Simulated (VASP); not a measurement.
The system is MnO.

```
Mn O
1.0
     0.00000    2.22200    2.22200
     2.22200    0.00000    2.22200
     2.22200    2.22200    0.00000
Mn O
1 1
Direct
  0.00000 0.00000 0.00000
  0.50000 0.50000 0.50000
```

Base run:

* Program: VASP 6.6.1
* Functional: PBE
* Potentials or basis: VASP PAW PBE potentials, release 64 (Mn_pv, O)
* Cutoff: 600 eV
* k mesh: 8 × 8 × 8
* Occupations: fermi-dirac, width 0.05 eV
* Spin: no spin polarisation

Its results: pressure -33.6 GPa.

Problem. The run is repeated on the same cell with these changes: occupations from fermi-dirac, width 0.05 eV to fermi-dirac, width 0.1 eV. What comes out?

Solution. Pressure -32.5 GPa.

Caveats: an odd number of electrons without spin polarisation forces a metal; a magnetic or distorted state may lie lower; the run has no spin polarisation, though such a crystal can be magnetic.
